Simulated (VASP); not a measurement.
# Zr (Fm-3m) in VASP: a series of runs, part 2 of 2

VASP 6.6.1. Earlier steps stand in the parts before.

### 4 Electric field gradients, r2SCAN

POSCAR reads:

```
Zr
1.0
    0.0000000000      2.2550000000      2.2550000000
    2.2550000000      0.0000000000      2.2550000000
    2.2550000000      2.2550000000      0.0000000000
Zr
1
Direct
    0.0000000000      0.0000000000      0.0000000000
```

INCAR.step1 reads:

```
SYSTEM = Zr
PREC = Accurate
ENCUT = 520
ISMEAR = -1
SIGMA = 0.05
LREAL = .False.
LASPH = .True.
NELM = 100
NBANDS = 12
GGA = PE
ALGO = Normal
EDIFF = 1E-4
LWAVE = .True.
LCHARG = .False.
```

INCAR.step2 reads:

```
SYSTEM = Zr
PREC = Accurate
ENCUT = 520
EDIFF = 1E-8
ISMEAR = -1
SIGMA = 0.05
LREAL = .False.
LASPH = .True.
NELM = 100
ALGO = Normal
ISIF = 2
LWAVE = .False.
LCHARG = .False.
METAGGA = R2SCAN
LMIXTAU = .True.
LEFG = .True.
NBANDS = 12
ISTART = 1
```

KPOINTS reads:

```
regular mesh
0
Gamma
  13 13 13
  0 0 0
```

Potentials or basis: VASP PAW PBE potentials, release 64 (Zr_sv).

Command:

```console
cat potpaw_PBE.64/Zr_sv/POTCAR > POTCAR
cp INCAR.step1 INCAR
mpirun -np 1 vasp_std > vasp.out
cp INCAR.step2 INCAR
mpirun -np 1 vasp_std > vasp.out
```

OUTCAR:

```text
SYSTEM = Zr
   PREC = Accurate
   ENCUT = 520
   EDIFF = 1E-8
   ISMEAR = -1
   LREAL = .False.
   LASPH = .True.
   NELM = 100
   ISIF = 2
   METAGGA = R2SCAN
   ISTART = 1

 ion  position               nearest neighbor table
   1  0.000  0.000  0.000-

  LATTYP: Found a face centered cubic cell.
 ALAT       =     4.5100000000

  Lattice vectors:

 A1 = (   0.0000000000,   2.2550000000,   2.2550000000)
 A2 = (   2.2550000000,   0.0000000000,   2.2550000000)
 A3 = (   2.2550000000,   2.2550000000,   0.0000000000)

Analysis of symmetry for initial positions (statically):
=====================================================================
 Subroutine PRICEL returns:
 Original cell was already a primitive cell.

 Routine SETGRP: Setting up the symmetry group for a
 face centered cubic supercell.

 Subroutine GETGRP returns: Found 48 space group operations
 (whereof 48 operations were pure point group operations)
[... 541 lines left out ...]
 -----------------------------------------------------------------------------
  energy-cutoff  :      520.00
  volume of cell :       22.93
      direct lattice vectors                 reciprocal lattice vectors
     0.000000000  2.255000000  2.255000000    -0.221729490  0.221729490  0.221729490
     2.255000000  0.000000000  2.255000000     0.221729490 -0.221729490  0.221729490
     2.255000000  2.255000000  0.000000000     0.221729490  0.221729490 -0.221729490

 POSITION                                       TOTAL-FORCE (eV/Angst)
 -----------------------------------------------------------------------------------
      0.00000      0.00000      0.00000         0.000000      0.000000      0.000000
 -----------------------------------------------------------------------------------
    total drift:                                0.000000     -0.000000     -0.000000

  FREE ENERGIE OF THE ION-ELECTRON SYSTEM (eV)
  ---------------------------------------------------
  free  energy   TOTEN  =       -22.6968970086 eV

  energy  without entropy=      -22.6850465711  energy(sigma->0) =      -22.69097179

 Electric field gradients (V/A^2)
---------------------------------------------------------------------
 ion       V_xx      V_yy      V_zz      V_xy      V_xz      V_yz
---------------------------------------------------------------------
   1      -0.000     0.000    -0.000    -0.000    -0.000    -0.000
---------------------------------------------------------------------

 Electric field gradients after diagonalization (V/A^2)
 (convention: |V_zz| > |V_xx| > |V_yy|)
----------------------------------------------------------------------
 ion       V_xx      V_yy      V_zz     asymmetry (V_yy - V_xx)/ V_zz
----------------------------------------------------------------------
   1       0.000     0.000    -0.000       0.000
----------------------------------------------------------------------

           NMR quadrupolar parameters

 Cq : quadrupolar parameter    Cq=e*Q*V_zz/h
 eta: asymmetry parameters     (V_yy - V_xx)/ V_zz
 Q  : nuclear electric quadrupole moment in mb (millibarn)
----------------------------------------------------------------------
 ion       Cq(MHz)       eta       Q (mb)
----------------------------------------------------------------------
   1      -0.000       0.000       1.000
----------------------------------------------------------------------
```

It took 82 s on 1 thread of Intel Xeon Platinum 8488C (Sapphire Rapids), shared host; peak memory 0.15 GiB.

Results:

```
Free energy            : -22.6969 eV
Pressure               : 1.8 GPa
Band gap on the k mesh : zero (band 6 reaches 10.21 eV, above the bottom of band 7 at 8.46 eV)
```

Levels at points of the mesh, in eV from the Fermi level:
| k point | band 4 | band 5 | band 6 | band 7 | band 8 | band 9 |
| --- | --- | --- | --- | --- | --- | --- |
| (0.00, 0.00, 0.00) | -27.13 | -5.91 | 1.14 | 1.14 | 1.14 | 3.80 |

Caveat: without QUAD_EFG the Cq values of the log hold for a quadrupole moment of 1 mb, not for the nuclei; the PAW data sets were made with another functional, which shifts forces and pressure a little.

### 5 Electric field gradients, PBE (volume scaled by 0.9405)

INCAR reads:

```
SYSTEM = Zr
PREC = Accurate ; ENCUT = 520
EDIFF = 1E-8 ; ISMEAR = -1
SIGMA = 0.05 ; LREAL = .False.
LASPH = .True. ; NELM = 80
ALGO = Normal ; ISIF = 2
LWAVE = .False. ; LCHARG = .False.
GGA = PE ; LEFG = .True.
NBANDS = 12
```

KPOINTS reads:

```
Automatic mesh
0
Gamma
  13 13 13
  0 0 0
```

POSCAR reads:

```
Zr
1.0
    0.0000000000      2.2093582665      2.2093582665
    2.2093582665      0.0000000000      2.2093582665
    2.2093582665      2.2093582665      0.0000000000
Zr
1
Direct
    0.0000000000      0.0000000000      0.0000000000
```

Potentials or basis: VASP PAW PBE potentials, release 64 (Zr_sv).

Command:

```console
cat potpaw_PBE.64/Zr_sv/POTCAR > POTCAR
mpirun -np 1 vasp_std > vasp.out
```

OUTCAR:

```text
SYSTEM = Zr
   PREC = Accurate
   ENCUT = 520
   EDIFF = 1E-8
   ISMEAR = -1
   LREAL = .False.
   LASPH = .True.
   NELM = 80
   ISIF = 2
   GGA = PE

 ion  position               nearest neighbor table
   1  0.000  0.000  0.000-

  LATTYP: Found a face centered cubic cell.
 ALAT       =     4.4187165330

  Lattice vectors:

 A1 = (   0.0000000000,   2.2093582665,   2.2093582665)
 A2 = (   2.2093582665,   0.0000000000,   2.2093582665)
 A3 = (   2.2093582665,   2.2093582665,   0.0000000000)

[... 563 lines left out ...]
    total drift:                                0.000000      0.000000     -0.000000

  FREE ENERGIE OF THE ION-ELECTRON SYSTEM (eV)
  ---------------------------------------------------
  free  energy   TOTEN  =        -8.4480444221 eV

  energy  without entropy=       -8.4345676379  energy(sigma->0) =       -8.44130603

 Electric field gradients (V/A^2)
---------------------------------------------------------------------
 ion       V_xx      V_yy      V_zz      V_xy      V_xz      V_yz
---------------------------------------------------------------------
   1      -0.000    -0.000     0.000     0.000     0.000     0.000
---------------------------------------------------------------------

 Electric field gradients after diagonalization (V/A^2)
 (convention: |V_zz| > |V_xx| > |V_yy|)
----------------------------------------------------------------------
 ion       V_xx      V_yy      V_zz     asymmetry (V_yy - V_xx)/ V_zz
----------------------------------------------------------------------
   1      -0.000    -0.000     0.000       0.000
----------------------------------------------------------------------

           NMR quadrupolar parameters

 Cq : quadrupolar parameter    Cq=e*Q*V_zz/h
 eta: asymmetry parameters     (V_yy - V_xx)/ V_zz
 Q  : nuclear electric quadrupole moment in mb (millibarn)
----------------------------------------------------------------------
 ion       Cq(MHz)       eta       Q (mb)
----------------------------------------------------------------------
   1       0.000       0.000       1.000
----------------------------------------------------------------------
```

It took 16 s on 1 thread of Intel Xeon Platinum 8259CL at 2.50GHz (Skylake/Cascade Lake), shared host; peak memory 0.14 GiB.

What came out:

| Property | Result |
| --- | --- |
| Free energy | -8.4480 eV |
| Pressure | 7.4 GPa |
| Band gap on the k mesh | zero (band 6 reaches 10.76 eV, above the bottom of band 7 at 9.16 eV) |

Caveat: without QUAD_EFG the Cq values of the log hold for a quadrupole moment of 1 mb, not for the nuclei.

### 6 Overview

| level | potentials or basis | cell | gap on the mesh (eV) | pressure (GPa) |
| --- | --- | --- | --- | --- |
| LDA | VASP PAW LDA potentials, release 64 (Zr_sv) | a = 3.189 Å, angles 60.0°, 1 atom | none | -5.5 |
| PBEsol | VASP PAW PBE potentials, release 64 (Zr_sv) | a = 3.189 Å, angles 60.0°, 1 atom | none | -2.6 |
| r2SCAN | VASP PAW PBE potentials, release 64 (Zr_sv) | a = 3.189 Å, angles 60.0°, 1 atom | none | 1.8 |
| PBE | VASP PAW PBE potentials, release 64 (Zr_sv) | a = 3.125 Å, angles 60.0°, 1 atom | none | 7.4 |

Alike in all rows: task electric field gradients; no spin polarisation; k mesh 13 × 13 × 13; cutoff (eV) 520; smearing fermi-dirac 0.05 eV.

Caveats: the PAW data sets were made with another functional, which shifts forces and pressure a little (some runs).

Total energies depend on the potentials used, so only differences within one code and one set of settings carry meaning.
